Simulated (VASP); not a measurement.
# Pd2Ru (I4/mmm) in VASP: single point with PBE

Aim: the single point of Pd2Ru with PBE.

Program: VASP 6.6.1. These are calculated values, not measurements. Logs are shortened: lines on timing, memory, paths and dates and some standing lists are left out, and cuts for length are marked.

## (1) The cell of the first run

Symmetry: I4/mmm, No. 139, tetragonal system. Conventional cell: a = 3.299 Å, b = 3.299 Å, c = 8.244 Å, α = 90.00°, β = 90.00°, γ = 90.00°. Within 3.6 Å of Ru (site symmetry 4/mmm) lie 10 Pd at 2.69 to 2.77 Å and 4 Ru at 3.30 Å. Within 3.6 Å of Pd (site symmetry 4mm) lie 5 Ru at 2.69 to 2.77 Å and 9 Pd at 2.70 to 3.30 Å.

## (2) Single point, PBE

INCAR reads:

```
PREC = Accurate ; ENCUT = 520
EDIFF = 1E-6 ; ISMEAR = 0
SIGMA = 0.1 ; LREAL = F
LASPH = T ; NELM = 60
ALGO = Fast ; ISIF = 2
LWAVE = F ; LCHARG = T
GGA = PE ; LELF = T
LVHAR = T ; NBANDS = 24
```

KPOINTS reads:

```
Automatic mesh
0
Gamma
  20 20 20
```

POSCAR reads:

```
Pd2Ru
1.0
   -1.6493145415      1.6493145415      4.1218506268
    1.6493145415     -1.6493145415      4.1218506268
    1.6493145415      1.6493145415     -4.1218506268
Ru Pd
1 2
Direct
    0.0000000000      0.0000000000      0.0000000000
    0.6636597564      0.6636597564      0.0000000000
    0.3363402436      0.3363402436      0.0000000000
```

Potentials or basis: VASP PAW PBE potentials, release 64 (Ru_pv, Pd).

Run with:

```bash
$ cat potpaw_PBE.64/Ru_pv/POTCAR potpaw_PBE.64/Pd/POTCAR > POTCAR
$ mpirun -np 1 vasp_std > vasp.out
```

OUTCAR:

```text
PREC = Accurate
   ENCUT = 520
   EDIFF = 1E-6
   ISMEAR = 0
   LREAL = F
   LASPH = T
   NELM = 60
   ISIF = 2
   GGA = PE

 ion  position               nearest neighbor table
   1  0.000  0.000  0.000-   2 2.69   2 2.69   2 2.69   3 2.69   2 2.69   3 2.69   3 2.69   3 2.69
                             2 2.77   3 2.77
   2  0.664  0.664  0.000-   1 2.69   1 2.69   1 2.69   1 2.69   3 2.70   3 2.73   3 2.73   3 2.73
                             3 2.73   1 2.77
   3  0.336  0.336  0.000-   1 2.69   1 2.69   1 2.69   1 2.69   2 2.70   2 2.73   2 2.73   2 2.73
                             2 2.73   1 2.77

  LATTYP: Found a body centered tetragonal cell.
 ALAT       =     3.2986290830
 C/A-ratio  =     2.4991295008

  Lattice vectors:

 A1 = (  -1.6493145415,   1.6493145415,   4.1218506268)
 A2 = (   1.6493145415,  -1.6493145415,   4.1218506268)
 A3 = (   1.6493145415,   1.6493145415,  -4.1218506268)

Analysis of symmetry for initial positions (statically):
=====================================================================
 Subroutine PRICEL returns:
 Original cell was already a primitive cell.

 Routine SETGRP: Setting up the symmetry group for a
 body centered tetragonal supercell.

 Subroutine GETGRP returns: Found 16 space group operations
 (whereof 16 operations were pure point group operations)
 out of a pool of 16 trial point group operations.

The static configuration has the point symmetry D_4h.

Analysis of symmetry for dynamics (positions and initial velocities):
=====================================================================
 Subroutine PRICEL returns:
 Original cell was already a primitive cell.

 Routine SETGRP: Setting up the symmetry group for a
 body centered tetragonal supercell.

 Subroutine GETGRP returns: Found 16 space group operations
 (whereof 16 operations were pure point group operations)
 out of a pool of 16 trial point group operations.

The dynamic configuration has the point symmetry D_4h.

 Subroutine INISYM returns: Found 16 space group operations
 (whereof 16 operations are pure point group operations),
 and found     1 'primitive' translations

----------------------------------------------------------------------------------------

                                     Primitive cell

  volume of cell :      44.8497

  direct lattice vectors                    reciprocal lattice vectors
    -1.649314541  1.649314541  4.121850627     0.000000000  0.303156243  0.121304735
     1.649314541 -1.649314541  4.121850627     0.303156243  0.000000000  0.121304735
     1.649314541  1.649314541 -4.121850627     0.303156243  0.303156243  0.000000000

  length of vectors
     4.736045767  4.736045767  4.736045767     0.326524955  0.326524955  0.428727670

  position of ions in fractional coordinates (direct lattice)
     0.000000000  0.000000000  0.000000000
     0.663659756  0.663659756  0.000000000
     0.336340244  0.336340244  0.000000000

  ion indices of the primitive-cell ions
   primitive index   ion index
                 1           1
                 2           2
                 3           3

----------------------------------------------------------------------------------------

 KPOINTS: Automatic mesh

Automatic generation of k-mesh.
 Grid dimensions read from file:
 generate k-points for:   20   20   20

 Generating k-lattice:

  Cartesian coordinates                     Fractional coordinates (reciprocal lattice)
     0.000000000  0.015157812  0.006065237     0.050000000  0.000000000 -0.000000000
     0.015157812  0.000000000  0.006065237     0.000000000  0.050000000 -0.000000000
     0.015157812  0.015157812  0.000000000     0.000000000  0.000000000  0.050000000

  Length of vectors
     0.016326248  0.016326248  0.021436384

  Shift w.r.t. Gamma in fractional coordinates (k-lattice)
     0.000000000  0.000000000  0.000000000

 Subroutine IBZKPT returns following result:
 ===========================================

 Found    641 irreducible k-points:

 Following reciprocal coordinates:
            Coordinates               Weight
  0.000000  0.000000  0.000000      1.000000
  0.050000  0.000000 -0.000000      8.000000
  0.100000  0.000000 -0.000000      8.000000
  0.150000  0.000000 -0.000000      8.000000
  0.200000  0.000000 -0.000000      8.000000
  0.250000  0.000000 -0.000000      8.000000
[... 16 lines left out ...]
 -0.400000  0.050000  0.000000     16.000000
 -0.350000  0.050000  0.000000     16.000000
 [... further k-points ...]
   k-points           NKPTS =    641   k-points in BZ     NKDIM =    641   number of bands    NBANDS=     24
   number of dos      NEDOS =    301   number of ions     NIONS =      3
   total plane-waves  NPLWV =  46656
   dimension x,y,z NGX =    36 NGY =   36 NGZ =   36
   dimension x,y,z NGXF=    72 NGYF=   72 NGZF=   72
   ions per type =               1   2
   NGX,Y,Z   is equivalent  to a cutoff of  12.64, 12.64, 12.64 a.u.
   NGXF,Y,Z  is equivalent  to a cutoff of  25.27, 25.27, 25.27 a.u.
 SYSTEM =  unknown system
   PREC   = accura    normal or accurate (medium, high low for compatibility)
   ISTART =      0    job   : 0-new  1-cont  2-samecut
   ICHARG =      2    charge: 1-file 2-atom 10-const
   ISPIN  =      1    spin polarized calculation?
   LNONCOLLINEAR =      F non collinear calculations
   LSORBIT =      F    spin-orbit coupling
   LASPH  =      T    aspherical Exc in radial PAW
   ENCUT  =  520.0 eV  38.22 Ry    6.18 a.u.   8.81  8.81  8.81*2*pi/ulx,y,z
   NELM   =     60;   NELMIN=  2; NELMDL= -5     # of ELM steps
   EDIFF  = 0.1E-05   stopping-criterion for ELM
   LREAL  =      F    real-space projection
   EDIFFG = 0.1E-04   stopping-criterion for IOM
   NSW    =      0    number of steps for IOM
   IBRION =     -1    ionic relax: 0-MD 1-quasi-New 2-CG
   NFREE  =      0    steps in history (QN), initial steepest desc. (CG)
   ISIF   =      2    stress and relaxation
   ISYM   =      2    0-nonsym 1-usesym 2-fastsym
   POTIM  = 0.5000    time-step for ionic-motion
   TEBEG  =    0.0;   TEEND  =   0.0 temperature during run
   PSTRESS=    0.0 pullay stress
   NELECT =      34.0000    total number of electrons
   NUPDOWN=      -1.0000    fix difference up-down
   EMIN   =  10.00;   EMAX   =-10.00  energy-range for DOS
   EFERMI =   0.00;   METHOD = LEGACY
   ISMEAR =     0;   SIGMA  =   0.10  broadening in eV -4-tet -1-fermi 0-gaus
   EFERMI_NEDOS =   21; number of points for ismear=-14 and -15
   IALGO  =     68    algorithm
   IMIX   =      4    mixing-type and parameters
     AMIX     =   0.40;   BMIX     =  1.00
     AMIX_MAG =   1.60;   BMIX_MAG =  1.00
  volume/ion in A,a.u.               =      14.95       100.89
  Fermi-wavevector in a.u.,A,eV,Ry     =   1.492730  2.820852 30.317104  2.228244
  Thomas-Fermi vector in A             =   2.605221
   LORBIT       =      0    0 simple, 1 ext, 2 COOP (PROOUT), +10 PAW based schemes
   GGA     = PE    functional components
   LHFCALC =     F    Hartree Fock is set to
   AEXX    =    0.0000 exact exchange contribution
   IVDW    =     0    specifies the selected vdW correction
   LEPSILON=     F    determine dielectric tensor
   LRPA    =     F    only Hartree local field effects (RPA)
 non-spin polarized calculation
 RMM-DIIS sequential band-by-band and
 Gauss-broadening in eV      SIGMA  =   0.10
  energy-cutoff  :      520.00
  volume of cell :       44.85
 maximum number of plane-waves:      1228
   NGX = 17   NGY = 17   NGZ = 17

 number of electron      34.0000002 magnetization

 Free energy of the ion-electron system (eV)
  ---------------------------------------------------
  ext. energy  EPLUGINS =         0.00000000
  ---------------------------------------------------
  free energy    TOTEN  =       -18.73049496 eV

  energy without entropy =      -18.71319214  energy(sigma->0) =      -18.72184355

 E-fermi :  10.3231     XC(G=0): -13.2452

 val. band max:       10.3204645346   @ k =   0.3500   0.2000   0.1500
 cond. band min:      10.3231375231   @ k =  -0.3000  -0.4500   0.0500
 fundamental gap:      0.0026729884
 Fermi energy:        10.3231010356

 k-point     1 :       0.0000    0.0000    0.0000
  band No.  band energies     occupation
      1     -32.4065      2.00000
      2     -32.2186      2.00000
      3     -32.2186      2.00000
      4       2.9339      2.00000
      5       5.9218      2.00000
      6       6.0835      2.00000
[... 16 lines left out ...]
     23      22.7721      0.00000
     24      22.9752      0.00000

 k-point     2 :       0.0500    0.0000   -0.0000
  band No.  band energies     occupation
      1     -32.4064      2.00000
      2     -32.2202      2.00000
      3     -32.2185      2.00000
      4       2.9839      2.00000
      5       5.8712      2.00000
      6       6.1386      2.00000
[... 16 lines left out ...]
     23      22.4813      0.00000
     24      22.7061      0.00000

 k-point     3 :       0.1000    0.0000   -0.0000
  band No.  band energies     occupation
      1     -32.4060      2.00000
      2     -32.2247      2.00000
      3     -32.2183      2.00000
      4       3.1323      2.00000
      5       5.7911      2.00000
      6       6.1503      2.00000
[... 16 lines left out ...]
     23      22.0226      0.00000
     24      22.1939      0.00000

 k-point     4 :       0.1500    0.0000   -0.0000
  band No.  band energies     occupation
      1     -32.4054      2.00000
      2     -32.2317      2.00000
      3     -32.2179      2.00000
      4       3.3736      2.00000
      5       5.7143      2.00000
      6       5.9982      2.00000
[... 16 lines left out ...]
     23      21.2995      0.00000
     24      22.0178      0.00000

 k-point     5 :       0.2000    0.0000   -0.0000
  band No.  band energies     occupation
      1     -32.4046      2.00000
      2     -32.2405      2.00000
      3     -32.2174      2.00000
      4       3.6974      2.00000
      5       5.6540      2.00000
      6       5.7504      2.00000
[... 16 lines left out ...]
     23      20.6651      0.00000
     24      21.9911      0.00000

 k-point     6 :       0.2500    0.0000   -0.0000
  band No.  band energies     occupation
      1     -32.4037      2.00000
      2     -32.2503      2.00000
      3     -32.2168      2.00000
      4       4.0870      2.00000
      5       5.4782      2.00000
      6       5.6221      2.00000
[... 16 lines left out ...]
     23      20.2101      0.00000
     24      22.1402      0.00000
[... 379 lines left out ...]
 k-point    21 :       0.5000    0.0500   -0.0000
  band No.  band energies     occupation
      1     -32.4008      2.00000
      2     -32.2816      2.00000
      3     -32.2165      2.00000
      4       4.7351      2.00000
      5       5.5443      2.00000
      6       5.6856      2.00000
[... 16 lines left out ...]
     23      21.3603      0.00000
     24      23.9231      0.00000

 k-point    22 :      -0.4500    0.0500    0.0000
  band No.  band energies     occupation
      1     -32.4009      2.00000
      2     -32.2801      2.00000
      3     -32.2166      2.00000
      4       4.7802      2.00000
      5       5.5947      2.00000
      6       5.6017      2.00000
[... 16 lines left out ...]
     23      23.2735      0.00000
     24      24.1122      0.00000

 k-point    23 :      -0.4000    0.0500    0.0000
  band No.  band energies     occupation
      1     -32.4013      2.00000
      2     -32.2756      2.00000
      3     -32.2169      2.00000
      4       4.8893      2.00000
      5       5.3056      2.00000
      6       5.6888      2.00000
[... 16 lines left out ...]
     23      22.5131      0.00000
     24      23.2993      0.00000

 k-point    24 :      -0.3500    0.0500    0.0000
  band No.  band energies     occupation
      1     -32.4019      2.00000
      2     -32.2687      2.00000
      3     -32.2173      2.00000
      4       4.9123      2.00000
      5       5.0572      2.00000
      6       5.6512      2.00000
[... 16 lines left out ...]
     23      21.6151      0.00000
     24      22.6713      0.00000

 [... further k-points ...]

------------------------ aborting loop because EDIFF is reached ----------------------------------------

  FORCE on cell =-STRESS in cart. coord.  units (eV):
  Direction    XX          YY          ZZ          XY          YZ          ZX
  --------------------------------------------------------------------------------------
  -------------------------------------------------------------------------------------
  Total       -0.0857744     -0.0857744     -0.0633757      0.0000000     -0.0000000      0.0000000
  in kB       -3.0641443     -3.0641443     -2.2639873      0.0000000     -0.0000000      0.0000000
  external PRESSURE =      -2.7974253 kB  Pullay stress =       0.0000000 kB

 VOLUME and BASIS-vectors are now :
 -----------------------------------------------------------------------------
  energy-cutoff  :      520.00
  volume of cell :       44.85
      direct lattice vectors                 reciprocal lattice vectors
    -1.649314541  1.649314541  4.121850627     0.000000000  0.303156243  0.121304735
     1.649314541 -1.649314541  4.121850627     0.303156243  0.000000000  0.121304735
     1.649314541  1.649314541 -4.121850627     0.303156243  0.303156243  0.000000000

 POSITION                                       TOTAL-FORCE (eV/Angst)
 -----------------------------------------------------------------------------------
      0.00000      0.00000      0.00000         0.000000      0.000000      0.000000
      0.00000      0.00000      5.47101        -0.000000     -0.000000     -0.001039
      0.00000      0.00000      2.77269        -0.000000     -0.000000      0.001039
 -----------------------------------------------------------------------------------
    total drift:                                0.000000      0.000000     -0.000000

  FREE ENERGIE OF THE ION-ELECTRON SYSTEM (eV)
  ---------------------------------------------------
  free  energy   TOTEN  =       -18.7304949552 eV

  energy  without entropy=      -18.7131921355  energy(sigma->0) =      -18.72184355
```

Run time: 7.2 min. Hardware: 1 thread of Intel Xeon 6975P-C (Granite Rapids), shared host; peak memory 0.73 GiB.

What came out:

| Property | Result |
| --- | --- |
| Free energy | -18.7305 eV |
| Pressure | -0.3 GPa |
| Band gap on the k mesh | zero (bands 17 and 18 overlap by 0.89 eV) |
